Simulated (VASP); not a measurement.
# Cd4Se3S (P-4m2) in VASP: single point with PBE

Aim: the single point of Cd4Se3S with PBE.

Program: VASP 6.6.1. These are calculated values, not measurements. Logs are shortened: lines on timing, memory, paths and dates and some standing lists are left out, and cuts for length are marked.

## Step 1: The cell of the first run

The structure is tetragonal, space group P-4m2 (No. 115). Conventional cell: a = 4.337 Å, b = 4.337 Å, c = 12.233 Å, α = 90.00°, β = 90.00°, γ = 90.00°. Within 3.4 Å of Cd (site symmetry 2mm) lie 2 S at 2.59 Å and 2 Se at 2.67 Å. Within 3.5 Å of Cd (site symmetry 2mm) lie 4 Se at 2.68 Å. Within 3.5 Å of Se (site symmetry 2mm) lie 4 Cd at 2.67 to 2.68 Å. Se (site symmetry -4m2) has 4 Cd at 2.68 Å within 3.5 Å. Within 3.4 Å of S (site symmetry -4m2) lie 4 Cd at 2.59 Å.

## Step 2: Single point, PBE

Contents of POSCAR:

```
Cd4Se3S
1.0
    4.3365107000      0.0000000000      0.0000000000
    0.0000000000      4.3365107000      0.0000000000
    0.0000000000      0.0000000000     12.2326173000
Cd Se S
4 3 1
Direct
    0.5000000000      0.0000000000      0.8843510000
    0.0000000000      0.5000000000      0.1156490000
    0.5000000000      0.0000000000      0.3716570000
    0.0000000000      0.5000000000      0.6283430000
    0.5000000000      0.5000000000      0.2435710000
    0.0000000000      0.0000000000      0.5000000000
    0.5000000000      0.5000000000      0.7564290000
    0.0000000000      0.0000000000      0.0000000000
```

Contents of INCAR.step1:

```
SYSTEM = Cd4Se3S
  PREC = Accurate
  ENCUT = 520
  EDIFF = 1E-6
  ISMEAR = 0
  SIGMA = 0.02
  LREAL = .False.
  LASPH = .True.
  NELM = 100
  ALGO = Normal
  ISIF = 2
  LWAVE = .False.
  LCHARG = .True.
  GGA = PE
  NBANDS = 46
```

Contents of KPOINTS.step1:

```
Automatic mesh
0
Gamma
  8 8 4
  0 0 0
```

Contents of INCAR.step2:

```
SYSTEM = Cd4Se3S
  PREC = Accurate
  ENCUT = 520
  EDIFF = 1E-6
  ISMEAR = -5
  SIGMA = 0.02
  LREAL = .False.
  LASPH = .True.
  NELM = 100
  ALGO = Normal
  ISIF = 2
  LWAVE = .False.
  LCHARG = .False.
  GGA = PE
  LORBIT = 11
  NBANDS = 46
  NEDOS = 2001
  ICHARG = 11
```

Contents of KPOINTS.step2:

```
Automatic mesh
0
Gamma
  12 12 6
  0 0 0
```

Potentials or basis: VASP PAW PBE potentials, release 64 (Cd, Se, S).

Command:

```bash
$ cat potpaw_PBE.64/Cd/POTCAR potpaw_PBE.64/Se/POTCAR potpaw_PBE.64/S/POTCAR > POTCAR
$ cp INCAR.step1 INCAR
$ cp KPOINTS.step1 KPOINTS
$ mpirun -np 1 vasp_std > vasp.out
$ cp INCAR.step2 INCAR
$ cp KPOINTS.step2 KPOINTS
$ mpirun -np 1 vasp_std > vasp.out
```

OUTCAR:

```text
SYSTEM = Cd4Se3S
   PREC = Accurate
   ENCUT = 520
   EDIFF = 1E-6
   ISMEAR = -5
   LREAL = .False.
   LASPH = .True.
   NELM = 100
   ISIF = 2
   GGA = PE
   LORBIT = 11
   ICHARG = 11

 ion  position               nearest neighbor table
   1  0.500  0.000  0.884-   8 2.59   8 2.59   7 2.67   7 2.67
   2  0.000  0.500  0.116-   8 2.59   8 2.59   5 2.67   5 2.67
   3  0.500  0.000  0.372-   5 2.68   5 2.68   6 2.68   6 2.68
   4  0.000  0.500  0.628-   7 2.68   7 2.68   6 2.68   6 2.68
   5  0.500  0.500  0.244-   2 2.67   2 2.67   3 2.68   3 2.68
   6  0.000  0.000  0.500-   3 2.68   4 2.68   4 2.68   3 2.68
   7  0.500  0.500  0.756-   1 2.67   1 2.67   4 2.68   4 2.68
   8  0.000  0.000  0.000-   1 2.59   2 2.59   2 2.59   1 2.59

  LATTYP: Found a simple tetragonal cell.
 ALAT       =     4.3365107000
 C/A-ratio  =     2.8208433338

  Lattice vectors:

 A1 = (   4.3365107000,   0.0000000000,   0.0000000000)
 A2 = (   0.0000000000,   4.3365107000,   0.0000000000)
 A3 = (   0.0000000000,   0.0000000000,  12.2326173000)

Analysis of symmetry for initial positions (statically):
=====================================================================
 Subroutine PRICEL returns:
 Original cell was already a primitive cell.

 Routine SETGRP: Setting up the symmetry group for a
 simple tetragonal supercell.

 Subroutine GETGRP returns: Found  8 space group operations
 (whereof  8 operations were pure point group operations)
 out of a pool of 16 trial point group operations.

The static configuration has the point symmetry D_2d.

Analysis of symmetry for dynamics (positions and initial velocities):
=====================================================================
 Subroutine PRICEL returns:
 Original cell was already a primitive cell.

 Routine SETGRP: Setting up the symmetry group for a
 simple tetragonal supercell.

 Subroutine GETGRP returns: Found  8 space group operations
 (whereof  8 operations were pure point group operations)
 out of a pool of 16 trial point group operations.

The dynamic configuration has the point symmetry D_2d.

 Subroutine INISYM returns: Found  8 space group operations
 (whereof  8 operations are pure point group operations),
 and found     1 'primitive' translations

----------------------------------------------------------------------------------------

                                     Primitive cell

  volume of cell :     230.0383

  direct lattice vectors                    reciprocal lattice vectors
     4.336510700  0.000000000  0.000000000     0.230600146  0.000000000  0.000000000
     0.000000000  4.336510700  0.000000000     0.000000000  0.230600146  0.000000000
     0.000000000  0.000000000 12.232617300     0.000000000  0.000000000  0.081748654

  length of vectors
     4.336510700  4.336510700 12.232617300     0.230600146  0.230600146  0.081748654

  position of ions in fractional coordinates (direct lattice)
     0.500000000  0.000000000  0.884351000
     0.000000000  0.500000000  0.115649000
     0.500000000  0.000000000  0.371657000
     0.000000000  0.500000000  0.628343000
     0.500000000  0.500000000  0.243571000
     0.000000000  0.000000000  0.500000000
     0.500000000  0.500000000  0.756429000
     0.000000000  0.000000000  0.000000000

  ion indices of the primitive-cell ions
   primitive index   ion index
                 1           1
                 2           2
                 3           3
                 4           4
                 5           5
                 6           6
                 7           7
                 8           8

----------------------------------------------------------------------------------------

 KPOINTS: Automatic mesh

Automatic generation of k-mesh.
 Grid dimensions read from file:
 generate k-points for:   12   12    6

 Generating k-lattice:

  Cartesian coordinates                     Fractional coordinates (reciprocal lattice)
     0.019216679  0.000000000  0.000000000     0.083333333  0.000000000  0.000000000
     0.000000000  0.019216679  0.000000000     0.000000000  0.083333333  0.000000000
     0.000000000  0.000000000  0.013624776     0.000000000  0.000000000  0.166666667

  Length of vectors
     0.019216679  0.019216679  0.013624776

  Shift w.r.t. Gamma in fractional coordinates (k-lattice)
     0.000000000  0.000000000  0.000000000

 TETIRR: Found   1296 inequivalent tetrahedra from     5184

 Subroutine IBZKPT returns following result:
 ===========================================

 Found    112 irreducible k-points:

 Following reciprocal coordinates:
            Coordinates               Weight
  0.000000  0.000000  0.000000      1.000000
  0.083333  0.000000  0.000000      4.000000
  0.166667  0.000000  0.000000      4.000000
  0.250000  0.000000  0.000000      4.000000
  0.333333  0.000000  0.000000      4.000000
  0.416667  0.000000  0.000000      4.000000
[... 16 lines left out ...]
  0.333333  0.333333  0.000000      4.000000
  0.416667  0.333333  0.000000      8.000000
 [... further k-points ...]
   k-points           NKPTS =    112   k-points in BZ     NKDIM =    112   number of bands    NBANDS=     46
   number of dos      NEDOS =   2001   number of ions     NIONS =      8
   total plane-waves  NPLWV =  98304
   dimension x,y,z NGX =    32 NGY =   32 NGZ =   96
   dimension x,y,z NGXF=    64 NGYF=   64 NGZF=  192
   ions per type =               4   3   1
   NGX,Y,Z   is equivalent  to a cutoff of  12.27, 12.27, 13.05 a.u.
   NGXF,Y,Z  is equivalent  to a cutoff of  24.54, 24.54, 26.09 a.u.
 SYSTEM =  Cd4Se3S
   PREC   = accura    normal or accurate (medium, high low for compatibility)
   ISTART =      0    job   : 0-new  1-cont  2-samecut
   ICHARG =     11    charge: 1-file 2-atom 10-const
   ISPIN  =      1    spin polarized calculation?
   LNONCOLLINEAR =      F non collinear calculations
   LSORBIT =      F    spin-orbit coupling
   LASPH  =      T    aspherical Exc in radial PAW
   ENCUT  =  520.0 eV  38.22 Ry    6.18 a.u.   8.06  8.06 22.74*2*pi/ulx,y,z
   NELM   =    100;   NELMIN=  2; NELMDL=  0     # of ELM steps
   EDIFF  = 0.1E-05   stopping-criterion for ELM
   LREAL  =      F    real-space projection
   EDIFFG = 0.1E-04   stopping-criterion for IOM
   NSW    =      0    number of steps for IOM
   IBRION =     -1    ionic relax: 0-MD 1-quasi-New 2-CG
   NFREE  =      0    steps in history (QN), initial steepest desc. (CG)
   ISIF   =      2    stress and relaxation
   ISYM   =      2    0-nonsym 1-usesym 2-fastsym
   POTIM  = 0.5000    time-step for ionic-motion
   TEBEG  =    0.0;   TEEND  =   0.0 temperature during run
   PSTRESS=    0.0 pullay stress
   NELECT =      72.0000    total number of electrons
   NUPDOWN=      -1.0000    fix difference up-down
   EMIN   =  10.00;   EMAX   =-10.00  energy-range for DOS
   EFERMI =   0.00;   METHOD = LEGACY
   ISMEAR =    -5;   SIGMA  =   0.02  broadening in eV -4-tet -1-fermi 0-gaus
   EFERMI_NEDOS =   21; number of points for ismear=-14 and -15
   IALGO  =     38    algorithm
   IMIX   =      4    mixing-type and parameters
     AMIX     =   0.40;   BMIX     =  1.00
     AMIX_MAG =   1.60;   BMIX_MAG =  1.00
  volume/ion in A,a.u.               =      28.75       194.05
  Fermi-wavevector in a.u.,A,eV,Ry     =   1.111524  2.100476 16.809808  1.235486
  Thomas-Fermi vector in A             =   2.248088
   LORBIT       =     11    0 simple, 1 ext, 2 COOP (PROOUT), +10 PAW based schemes
   GGA     = PE    functional components
   LHFCALC =     F    Hartree Fock is set to
   AEXX    =    0.0000 exact exchange contribution
   IVDW    =     0    specifies the selected vdW correction
   LEPSILON=     F    determine dielectric tensor
   LRPA    =     F    only Hartree local field effects (RPA)
 non-spin polarized calculation
 Fermi weights with tetrahedron method with Bloechl corrections
  energy-cutoff  :      520.00
  volume of cell :      230.04
 maximum number of plane-waves:      6272

 number of electron      71.9999971 magnetization

 Free energy of the ion-electron system (eV)
  ---------------------------------------------------
  ext. energy  EPLUGINS =         0.00000000
  ---------------------------------------------------
  free energy    TOTEN  =       -22.61602376 eV

  energy without entropy =      -22.61602376  energy(sigma->0) =      -22.61602376

 E-fermi :   0.6504     XC(G=0):  -8.7118

 val. band max:        0.6394874807   @ k =   0.0000   0.0000   0.0000
 cond. band min:       1.2322197468   @ k =   0.0000   0.0000   0.0000
 fundamental gap:      0.5927322661
 Fermi energy:         0.6503555530

 k-point     1 :       0.0000    0.0000    0.0000
  band No.  band energies     occupation
      1     -11.6347      2.00000
      2     -11.4279      2.00000
      3     -11.3911      2.00000
      4     -11.1780      2.00000
      5      -7.1101      2.00000
      6      -7.1101      2.00000
[... 38 lines left out ...]
     45       6.7016      0.00000
     46       6.7053      0.00000

 k-point     2 :       0.0833    0.0000    0.0000
  band No.  band energies     occupation
      1     -11.6197      2.00000
      2     -11.4201      2.00000
      3     -11.3835      2.00000
      4     -11.1781      2.00000
      5      -7.1063      2.00000
      6      -7.0985      2.00000
[... 38 lines left out ...]
     45       6.7420      0.00000
     46       6.8040      0.00000

 k-point     3 :       0.1667    0.0000    0.0000
  band No.  band energies     occupation
      1     -11.5770      2.00000
      2     -11.3989      2.00000
      3     -11.3627      2.00000
      4     -11.1795      2.00000
      5      -7.0955      2.00000
      6      -7.0783      2.00000
[... 38 lines left out ...]
     45       6.8581      0.00000
     46       7.0270      0.00000

 k-point     4 :       0.2500    0.0000    0.0000
  band No.  band energies     occupation
      1     -11.5136      2.00000
      2     -11.3698      2.00000
      3     -11.3346      2.00000
      4     -11.1856      2.00000
      5      -7.0789      2.00000
      6      -7.0538      2.00000
[... 920 lines left out ...]
     45       7.3548      0.00000
     46       7.4354      0.00000

 k-point    23 :       0.3333    0.3333    0.0000
  band No.  band energies     occupation
      1     -11.3032      2.00000
      2     -11.2584      2.00000
      3     -11.2324      2.00000
      4     -11.1640      2.00000
      5      -6.9830      2.00000
      6      -6.9813      2.00000
[... 38 lines left out ...]
     45       6.9584      0.00000
     46       7.1510      0.00000

 k-point    24 :       0.4167    0.3333    0.0000
  band No.  band energies     occupation
      1     -11.2590      2.00000
      2     -11.2382      2.00000
      3     -11.2207      2.00000
      4     -11.1588      2.00000
      5      -6.9752      2.00000
      6      -6.9726      2.00000
[... 38 lines left out ...]
     45       7.0477      0.00000
     46       7.2117      0.00000

 [... further k-points ...]

------------------------ aborting loop because EDIFF is reached ----------------------------------------

  FORCE on cell =-STRESS in cart. coord.  units (eV):
  Direction    XX          YY          ZZ          XY          YZ          ZX
  --------------------------------------------------------------------------------------
  -------------------------------------------------------------------------------------
  Total        0.3662272      0.3662272      0.4202604      0.0000000      0.0000000      0.0000000
  in kB        2.5507091      2.5507091      2.9270409      0.0000000      0.0000000      0.0000000
  external PRESSURE =       2.6761530 kB  Pullay stress =       0.0000000 kB

 VOLUME and BASIS-vectors are now :
 -----------------------------------------------------------------------------
  energy-cutoff  :      520.00
  volume of cell :      230.04
      direct lattice vectors                 reciprocal lattice vectors
     4.336510700  0.000000000  0.000000000     0.230600146  0.000000000  0.000000000
     0.000000000  4.336510700  0.000000000     0.000000000  0.230600146  0.000000000
     0.000000000  0.000000000 12.232617300     0.000000000  0.000000000  0.081748654

 POSITION                                       TOTAL-FORCE (eV/Angst)
 -----------------------------------------------------------------------------------
      2.16826      0.00000     10.81793         0.000000      0.000000     -0.002735
      0.00000      2.16826      1.41469         0.000000      0.000000      0.002735
      2.16826      0.00000      4.54634         0.000000      0.000000      0.000795
      0.00000      2.16826      7.68628         0.000000      0.000000     -0.000795
      2.16826      2.16826      2.97951         0.000000     -0.000000      0.001626
      0.00000      0.00000      6.11631         0.000000      0.000000      0.000000
      2.16826      2.16826      9.25311         0.000000     -0.000000     -0.001626
      0.00000      0.00000      0.00000         0.000000      0.000000      0.000000
 -----------------------------------------------------------------------------------
    total drift:                                0.000000      0.000000      0.000000

  FREE ENERGIE OF THE ION-ELECTRON SYSTEM (eV)
  ---------------------------------------------------
  free  energy   TOTEN  =       -22.6160237555 eV

  energy  without entropy=      -22.6160237555  energy(sigma->0) =      -22.61602376

 total charge

# of ion       s       p       d       tot
------------------------------------------
    1        0.427   0.288   9.558  10.273
    2        0.427   0.288   9.558  10.273
    3        0.438   0.289   9.554  10.280
    4        0.438   0.289   9.554  10.280
    5        1.445   2.374   0.019   3.839
    6        1.446   2.371   0.019   3.836
    7        1.445   2.374   0.019   3.839
    8        1.328   2.367   0.000   3.695
--------------------------------------------------
tot          7.393  10.640  38.281  56.314
```

Run time: 25 min. Hardware: 1 thread of Oxide Virtual Turin-like, shared host; peak memory 0.94 GiB.

What came out:

```
Valence electrons inside the program's atomic spheres : Cd 10.27, 10.28 (each value once); Se 3.84; S 3.69
```
